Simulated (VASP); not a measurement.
# Tl (P6_3/mmc) in VASP: a series of runs, part 2 of 2

VASP 6.6.1. Earlier steps stand in the parts before.

## (4) Single point, PBEsol

This run uses another cell than the first one, of 21.93 Å³/atom.

The input, INCAR:

```
PREC = Accurate ; ENCUT = 520
EDIFF = 1E-7 ; ISMEAR = -1
SIGMA = 0.05 ; LREAL = False
LASPH = True ; NELM = 100
ALGO = Normal ; ISIF = 2
LWAVE = False ; LCHARG = False
GGA = PS ; NBANDS = 20
```

The input, KPOINTS:

```
Automatic mesh
0
Gamma
  9 9 5
```

The input, POSCAR:

```
Tl
1.0
    3.1070996371      0.0000000000      0.0000000000
   -1.5535498185      2.6908272178      0.0000000000
    0.0000000000      0.0000000000      5.2461469174
Tl
2
Direct
    0.6666666667      0.3333333333      0.7500000000
    0.3333333333      0.6666666667      0.2500000000
```

Potentials or basis: VASP PAW PBE potentials, release 64 (Tl_d).

Run with:

```console
> cat potpaw_PBE.64/Tl_d/POTCAR > POTCAR
> mpirun -np 1 vasp_std > vasp.out
```

OUTCAR:

```text
PREC = Accurate
   ENCUT = 520
   EDIFF = 1E-7
   ISMEAR = -1
   LREAL = False
   LASPH = True
   NELM = 100
   ISIF = 2
   GGA = PS

 ion  position               nearest neighbor table
   1  0.667  0.333  0.750-   2 3.18   2 3.18   2 3.18   2 3.18   2 3.18   2 3.18
   2  0.333  0.667  0.250-   1 3.18   1 3.18   1 3.18   1 3.18   1 3.18   1 3.18

  LATTYP: Found a hexagonal cell.
 ALAT       =     3.1070996371
 C/A-ratio  =     1.6884385859

  Lattice vectors:

 A1 = (   3.1070996371,   0.0000000000,   0.0000000000)
 A2 = (  -1.5535498185,   2.6908272178,   0.0000000000)
 A3 = (   0.0000000000,   0.0000000000,   5.2461469174)

Analysis of symmetry for initial positions (statically):
=====================================================================
 Subroutine PRICEL returns:
 Original cell was already a primitive cell.

 Routine SETGRP: Setting up the symmetry group for a
 hexagonal supercell.

 Subroutine GETGRP returns: Found 24 space group operations
 (whereof 12 operations were pure point group operations)
 out of a pool of 24 trial point group operations.

The static configuration has the point symmetry D_3d.
 The point group associated with its full space group is D_6h.

Analysis of symmetry for dynamics (positions and initial velocities):
=====================================================================
 Subroutine PRICEL returns:
 Original cell was already a primitive cell.

 Routine SETGRP: Setting up the symmetry group for a
 hexagonal supercell.

 Subroutine GETGRP returns: Found 24 space group operations
 (whereof 12 operations were pure point group operations)
 out of a pool of 24 trial point group operations.

The dynamic configuration has the point symmetry D_3d.
 The point group associated with its full space group is D_6h.

 Subroutine INISYM returns: Found 24 space group operations
 (whereof 12 operations are pure point group operations),
 and found     1 'primitive' translations

----------------------------------------------------------------------------------------

                                     Primitive cell

  volume of cell :      43.8613

  direct lattice vectors                    reciprocal lattice vectors
     3.107099637  0.000000000  0.000000000     0.321843557  0.185816464  0.000000000
    -1.553549819  2.690827218  0.000000000     0.000000000  0.371632929  0.000000000
     0.000000000  0.000000000  5.246146917     0.000000000  0.000000000  0.190616088

  length of vectors
     3.107099637  3.107099637  5.246146917     0.371632929  0.371632929  0.190616088

  position of ions in fractional coordinates (direct lattice)
     0.666666667  0.333333333  0.750000000
     0.333333333  0.666666667  0.250000000

  ion indices of the primitive-cell ions
   primitive index   ion index
                 1           1
                 2           2

----------------------------------------------------------------------------------------

 KPOINTS: Automatic mesh

Automatic generation of k-mesh.
 Grid dimensions read from file:
 generate k-points for:    9    9    5

 Generating k-lattice:

  Cartesian coordinates                     Fractional coordinates (reciprocal lattice)
     0.035760395  0.020646274  0.000000000     0.111111111  0.000000000  0.000000000
     0.000000000  0.041292548  0.000000000     0.000000000  0.111111111  0.000000000
     0.000000000  0.000000000  0.038123218     0.000000000  0.000000000  0.200000000

  Length of vectors
     0.041292548  0.041292548  0.038123218

  Shift w.r.t. Gamma in fractional coordinates (k-lattice)
     0.000000000  0.000000000  0.000000000

 Subroutine IBZKPT returns following result:
 ===========================================

 Found     36 irreducible k-points:

 Following reciprocal coordinates:
            Coordinates               Weight
  0.000000  0.000000  0.000000      1.000000
  0.111111  0.000000  0.000000      6.000000
  0.222222  0.000000  0.000000      6.000000
  0.333333 -0.000000  0.000000      6.000000
  0.444444  0.000000  0.000000      6.000000
  0.111111  0.111111  0.000000      6.000000
[... 16 lines left out ...]
  0.333333  0.222222  0.200000     24.000000
  0.333333  0.333333  0.200000      4.000000
 [... further k-points ...]
   k-points           NKPTS =     36   k-points in BZ     NKDIM =     36   number of bands    NBANDS=     20
   number of dos      NEDOS =    301   number of ions     NIONS =      2
   total plane-waves  NPLWV =  23040
   dimension x,y,z NGX =    24 NGY =   24 NGZ =   40
   dimension x,y,z NGXF=    48 NGYF=   48 NGZF=   80
   ions per type =               2
   NGX,Y,Z   is equivalent  to a cutoff of  12.84, 12.84, 12.68 a.u.
   NGXF,Y,Z  is equivalent  to a cutoff of  25.68, 25.68, 25.35 a.u.
 SYSTEM =  unknown system
   PREC   = accura    normal or accurate (medium, high low for compatibility)
   ISTART =      0    job   : 0-new  1-cont  2-samecut
   ICHARG =      2    charge: 1-file 2-atom 10-const
   ISPIN  =      1    spin polarized calculation?
   LNONCOLLINEAR =      F non collinear calculations
   LSORBIT =      F    spin-orbit coupling
   LASPH  =      T    aspherical Exc in radial PAW
   ENCUT  =  520.0 eV  38.22 Ry    6.18 a.u.   5.78  5.78  9.75*2*pi/ulx,y,z
   NELM   =    100;   NELMIN=  2; NELMDL= -5     # of ELM steps
   EDIFF  = 0.1E-06   stopping-criterion for ELM
   LREAL  =      F    real-space projection
   EDIFFG = 0.1E-05   stopping-criterion for IOM
   NSW    =      0    number of steps for IOM
   IBRION =     -1    ionic relax: 0-MD 1-quasi-New 2-CG
   NFREE  =      0    steps in history (QN), initial steepest desc. (CG)
   ISIF   =      2    stress and relaxation
   ISYM   =      2    0-nonsym 1-usesym 2-fastsym
   POTIM  = 0.5000    time-step for ionic-motion
   TEBEG  =    0.0;   TEEND  =   0.0 temperature during run
   PSTRESS=    0.0 pullay stress
   NELECT =      26.0000    total number of electrons
   NUPDOWN=      -1.0000    fix difference up-down
   EMIN   =  10.00;   EMAX   =-10.00  energy-range for DOS
   EFERMI =   0.00;   METHOD = LEGACY
   ISMEAR =    -1;   SIGMA  =   0.05  broadening in eV -4-tet -1-fermi 0-gaus
   EFERMI_NEDOS =   21; number of points for ismear=-14 and -15
   IALGO  =     38    algorithm
   IMIX   =      4    mixing-type and parameters
     AMIX     =   0.40;   BMIX     =  1.00
     AMIX_MAG =   1.60;   BMIX_MAG =  1.00
  volume/ion in A,a.u.               =      21.93       148.00
  Fermi-wavevector in a.u.,A,eV,Ry     =   1.375220  2.598789 25.731741  1.891230
  Thomas-Fermi vector in A             =   2.500575
   LORBIT       =      0    0 simple, 1 ext, 2 COOP (PROOUT), +10 PAW based schemes
   GGA     = PS    functional components
   LHFCALC =     F    Hartree Fock is set to
   AEXX    =    0.0000 exact exchange contribution
   IVDW    =     0    specifies the selected vdW correction
   LEPSILON=     F    determine dielectric tensor
   LRPA    =     F    only Hartree local field effects (RPA)
 non-spin polarized calculation
  energy-cutoff  :      520.00
  volume of cell :       43.86
 maximum number of plane-waves:      1192
 NGX is ok and might be reduce to    24
   NGX = 11   NGY = 11   NGZ = 19

 number of electron      25.9999999 magnetization

 Free energy of the ion-electron system (eV)
  ---------------------------------------------------
  ext. energy  EPLUGINS =         0.00000000
  ---------------------------------------------------
  free energy    TOTEN  =        -4.61941033 eV

  energy without entropy =       -4.60905464  energy(sigma->0) =       -4.61423248

 E-fermi :   9.7286     XC(G=0): -11.7616

 val. band max:        9.6813139544   @ k =   0.4444   0.0000   0.2000
 cond. band min:       9.7901368479   @ k =   0.3333   0.2222   0.2000
 fundamental gap:      0.1088228935
 Fermi energy:         9.7286165775

 k-point     1 :       0.0000    0.0000    0.0000
  band No.  band energies     occupation
      1      -3.0934      2.00000
      2      -2.6409      2.00000
      3      -2.4877      2.00000
      4      -2.4249      2.00000
      5      -2.4249      2.00000
      6      -2.3331      2.00000
[... 12 lines left out ...]
     19      22.8720      0.00000
     20      22.8720      0.00000
[... 507 lines left out ...]
 k-point    24 :       0.3333    0.3333    0.2000
  band No.  band energies     occupation
      1      -2.7767      2.00000
      2      -2.6023      2.00000
      3      -2.6023      2.00000
      4      -2.2536      2.00000
      5      -2.2295      2.00000
      6      -2.2295      2.00000
[... 12 lines left out ...]
     19      17.7071      0.00000
     20      25.2930      0.00000

 [... further k-points ...]

------------------------ aborting loop because EDIFF is reached ----------------------------------------

  FORCE on cell =-STRESS in cart. coord.  units (eV):
  Direction    XX          YY          ZZ          XY          YZ          ZX
  --------------------------------------------------------------------------------------
  -------------------------------------------------------------------------------------
  Total        5.4499040      5.4499040      5.4447587      0.0000000      0.0000000      0.0000000
  in kB      199.0755815    199.0755815    198.8876335      0.0000000      0.0000000      0.0000000
  external PRESSURE =     199.0129322 kB  Pullay stress =       0.0000000 kB

 VOLUME and BASIS-vectors are now :
 -----------------------------------------------------------------------------
  energy-cutoff  :      520.00
  volume of cell :       43.86
      direct lattice vectors                 reciprocal lattice vectors
     3.107099637  0.000000000  0.000000000     0.321843557  0.185816464  0.000000000
    -1.553549819  2.690827218  0.000000000     0.000000000  0.371632929  0.000000000
     0.000000000  0.000000000  5.246146917     0.000000000  0.000000000  0.190616088

 POSITION                                       TOTAL-FORCE (eV/Angst)
 -----------------------------------------------------------------------------------
      1.55355      0.89694      3.93461        -0.000000     -0.000000      0.000000
     -0.00000      1.79388      1.31154         0.000000      0.000000      0.000000
 -----------------------------------------------------------------------------------
    total drift:                               -0.000000      0.000000      0.000000

  FREE ENERGIE OF THE ION-ELECTRON SYSTEM (eV)
  ---------------------------------------------------
  free  energy   TOTEN  =        -4.6194103305 eV

  energy  without entropy=       -4.6090546381  energy(sigma->0) =       -4.61423248
```

OSZICAR:

```text
N       E                     dE             d eps       ncg     rms          rms(c)
DAV:   1     0.139896035925E+03    0.13990E+03   -0.14682E+04  1440   0.129E+03
DAV:   2    -0.182239198368E+01   -0.14172E+03   -0.13851E+03  1560   0.296E+02
DAV:   3    -0.474134433363E+01   -0.29190E+01   -0.29088E+01  1656   0.374E+01
DAV:   4    -0.475616082456E+01   -0.14816E-01   -0.14815E-01  1584   0.295E+00
DAV:   5    -0.475631367176E+01   -0.15285E-03   -0.15285E-03  1624   0.307E-01    0.757E+00
DAV:   6    -0.464472514284E+01    0.11159E+00   -0.15843E-01  1544   0.364E+00    0.491E+00
DAV:   7    -0.462247337897E+01    0.22252E-01   -0.92608E-02  1528   0.277E+00    0.887E-01
DAV:   8    -0.461940055392E+01    0.30728E-02   -0.14718E-02  1532   0.996E-01    0.804E-02
DAV:   9    -0.461940932686E+01   -0.87729E-05   -0.99603E-05  1648   0.815E-02    0.161E-02
DAV:  10    -0.461941019538E+01   -0.86852E-06   -0.68191E-06  1572   0.256E-02    0.437E-03
DAV:  11    -0.461941031483E+01   -0.11945E-06   -0.20387E-06  1588   0.115E-02    0.113E-03
DAV:  12    -0.461941033050E+01   -0.15675E-07   -0.36840E-08   884   0.183E-03
   1 F= -.46194103E+01 E0= -.46142325E+01  d E =-.103557E-01
```

Wall time 16 s (1 thread of Intel Xeon Platinum 8488C (Sapphire Rapids), shared host); peak memory 0.17 GiB.

Results:

```yaml
Free_energy: -4.6194 eV
Pressure: 19.9 GPa
Band_gap_on_the_k_mesh: zero (bands 13 and 14 overlap by 4.55 eV)
```

Caveat: the cell stands under pressure; the PAW data sets were made with another functional, which shifts forces and pressure a little; spin-orbit coupling is left out, which moves the levels of the heavy elements.

## (5) Single point, PBEsol

This run uses another cell than the first one, of 24.10 Å³/atom.

The input, INCAR:

```
SYSTEM = Tl
PREC     = Accurate       ! precision mode
ENCUT    = 520            ! plane-wave cutoff, eV
EDIFF    = 1E-6           ! SCF threshold, eV
ISMEAR   = -1             ! smearing method
SIGMA    = 0.05           ! smearing width, eV
LREAL    = .False.        ! projectors in reciprocal space
LASPH    = .True.         ! aspherical terms in the spheres
NELM     = 100            ! most SCF steps
ALGO     = Normal         ! electronic algorithm
ISIF     = 2              ! what is computed and relaxed
LWAVE    = .False.        ! write WAVECAR
LCHARG   = .False.        ! write CHGCAR
GGA      = PS             ! functional
NBANDS   = 20             ! bands
```

The input, KPOINTS:

```
Automatic mesh
0
Gamma
  9 9 5
  0 0 0
```

The input, POSCAR:

```
Tl
1.0
    3.2065240485      0.0000000000      0.0000000000
   -1.6032620243      2.7769312839      0.0000000000
    0.0000000000      0.0000000000      5.4137515738
Tl
2
Direct
    0.6666666667      0.3333333333      0.7500000000
    0.3333333333      0.6666666667      0.2500000000
```

Run with:

```console
> cat potpaw_PBE.64/Tl_d/POTCAR > POTCAR
> mpirun -np 1 vasp_std > vasp.out
```

It took 16 s on 1 thread of Intel Xeon Platinum 8488C (Sapphire Rapids), shared host; peak memory 0.17 GiB.

It converged, with:

* Free energy: -5.0151 eV
* Pressure: 9.9 GPa
* Band gap on the k mesh: zero (bands 13 and 14 overlap by 4.11 eV)

Levels at points of the mesh, in eV from the Fermi level:
| k point | band 10 | band 11 | band 12 | band 13 | band 14 | band 15 | band 16 | band 17 |
| --- | --- | --- | --- | --- | --- | --- | --- | --- |
| (0.00, 0.00, 0.00) | -11.16 | -11.16 | -5.67 | -3.91 | 9.89 | 9.89 | 10.57 | 10.85 |

Caveat: the cell stands under pressure; the PAW data sets were made with another functional, which shifts forces and pressure a little; spin-orbit coupling is left out, which moves the levels of the heavy elements.

## (6) Single point, PBEsol

This run uses another cell than the first one, of 25.81 Å³/atom.

The input, INCAR:

```
PREC     = Accurate       # precision mode
ENCUT    = 520            # plane-wave cutoff, eV
EDIFF    = 1E-6           # SCF threshold, eV
ISMEAR   = -1             # smearing method
SIGMA    = 0.05           # smearing width, eV
LREAL    = False          # projectors in reciprocal space
LASPH    = True           # aspherical terms in the spheres
NELM     = 80             # most SCF steps
ALGO     = Normal         # electronic algorithm
ISIF     = 2              # what is computed and relaxed
LWAVE    = False          # write WAVECAR
LCHARG   = False          # write CHGCAR
GGA      = PS             # functional
NBANDS   = 20             # bands
```

The input, KPOINTS:

```
Automatic mesh
0
Gamma
  9 9 5
```

The input, POSCAR:

```
Tl
1.0
    3.2813389567      0.0000000000      0.0000000000
   -1.6406694783      2.8417228949      0.0000000000
    0.0000000000      0.0000000000      5.5357888812
Tl
2
Direct
    0.6666666667      0.3333333333      0.7500000000
    0.3333333333      0.6666666667      0.2500000000
```

Potentials or basis: VASP PAW PBE potentials, release 64 (Tl_d).

Run with:

```console
> cat potpaw_PBE.64/Tl_d/POTCAR > POTCAR
> mpirun -np 1 vasp_std > vasp.out
```

OUTCAR:

```text
PREC = Accurate
   ENCUT = 520
   EDIFF = 1E-6
   ISMEAR = -1
   LREAL = False
   LASPH = True
   NELM = 80
   ISIF = 2
   GGA = PS

 ion  position               nearest neighbor table
   1  0.667  0.333  0.750-   2 3.35   2 3.35   2 3.35   2 3.35   2 3.35   2 3.35
   2  0.333  0.667  0.250-   1 3.35   1 3.35   1 3.35   1 3.35   1 3.35   1 3.35

  LATTYP: Found a hexagonal cell.
 ALAT       =     3.2813389567
 C/A-ratio  =     1.6870518268

  Lattice vectors:

[... 738 lines left out ...]
 [... further k-points ...]

------------------------ aborting loop because EDIFF is reached ----------------------------------------

  FORCE on cell =-STRESS in cart. coord.  units (eV):
  Direction    XX          YY          ZZ          XY          YZ          ZX
  --------------------------------------------------------------------------------------
  -------------------------------------------------------------------------------------
  Total        1.5882254      1.5882254      1.5720578      0.0000000      0.0000000      0.0000000
  in kB       49.2958514     49.2958514     48.7940377      0.0000000      0.0000000      0.0000000
  external PRESSURE =      49.1285801 kB  Pullay stress =       0.0000000 kB

 VOLUME and BASIS-vectors are now :
 -----------------------------------------------------------------------------
  energy-cutoff  :      520.00
  volume of cell :       51.62
      direct lattice vectors                 reciprocal lattice vectors
     3.281338957  0.000000000  0.000000000     0.304753643  0.175949598  0.000000000
    -1.640669478  2.841722895  0.000000000     0.000000000  0.351899195  0.000000000
     0.000000000  0.000000000  5.535788881     0.000000000  0.000000000  0.180642727

 POSITION                                       TOTAL-FORCE (eV/Angst)
 -----------------------------------------------------------------------------------
      1.64067      0.94724      4.15184        -0.000000      0.000000      0.000000
     -0.00000      1.89448      1.38395         0.000000      0.000000      0.000000
 -----------------------------------------------------------------------------------
    total drift:                                0.000000     -0.000000      0.000000

  FREE ENERGIE OF THE ION-ELECTRON SYSTEM (eV)
  ---------------------------------------------------
  free  energy   TOTEN  =        -5.1719598047 eV

  energy  without entropy=       -5.1601888059  energy(sigma->0) =       -5.16607431
```

stdout:

```text
POSCAR found type information on POSCAR Tl
 POSCAR found :  1 types and       2 ions
 scaLAPACK will be used
 -----------------------------------------------------------------------------
|                                                                             |
|                                                                             |
|     You enforced a specific xc type in the INCAR file but a different       |
|     I HOPE YOU KNOW WHAT YOU ARE DOING!                                     |
|                                                                             |
 -----------------------------------------------------------------------------

 LDA part: xc-table for (Slater+PW92), standard interpolation
 POSCAR, INCAR and KPOINTS ok, starting setup
 FFT: planning ... GRIDC
 FFT: planning ... GRID_SOFT
 FFT: planning ... GRID
 WAVECAR not read
 entering main loop
```

Run time: 14 s. Hardware: 1 thread of Intel Xeon Platinum 8488C (Sapphire Rapids), shared host; peak memory 0.17 GiB.

What came out:

```yaml
Free_energy: -5.1720 eV
Pressure: 4.9 GPa
Band_gap_on_the_k_mesh: zero (bands 13 and 14 overlap by 3.79 eV)
```

Caveat: the cell stands under pressure; the PAW data sets were made with another functional, which shifts forces and pressure a little; spin-orbit coupling is left out, which moves the levels of the heavy elements.

## (7) The runs side by side

| cell | k mesh | gap on the mesh (eV) | pressure (GPa) |
| --- | --- | --- | --- |
| a = 3.456, b = 3.456, c = 5.525 Å, angles 90.0, 90.0, 120.0°, 2 atoms | 7 × 7 × 4 | none | 0.0 |
| a = 3.042, b = 3.042, c = 5.121 Å, angles 90.0, 90.0, 120.0°, 2 atoms | 9 × 9 × 5 | none | 30.0 |
| a = 3.107, b = 3.107, c = 5.246 Å, angles 90.0, 90.0, 120.0°, 2 atoms | 9 × 9 × 5 | none | 19.9 |
| a = 3.207, b = 3.207, c = 5.414 Å, angles 90.0, 90.0, 120.0°, 2 atoms | 9 × 9 × 5 | none | 9.9 |
| a = 3.281, b = 3.281, c = 5.536 Å, angles 90.0, 90.0, 120.0°, 2 atoms | 9 × 9 × 5 | none | 4.9 |

Alike in all rows: task single point; level PBEsol; potentials or basis VASP PAW PBE potentials, release 64 (Tl_d); no spin polarisation; cutoff (eV) 520; smearing fermi-dirac 0.05 eV.

Caveats: the PAW data sets were made with another functional, which shifts forces and pressure a little; spin-orbit coupling is left out, which moves the levels of the heavy elements; the cell stands under pressure (at least some runs).

Total energies depend on the potentials used, so only differences within one code and one set of settings carry meaning.

The gap in the log of VASP goes by the Fermi energy; the results here count the filled bands.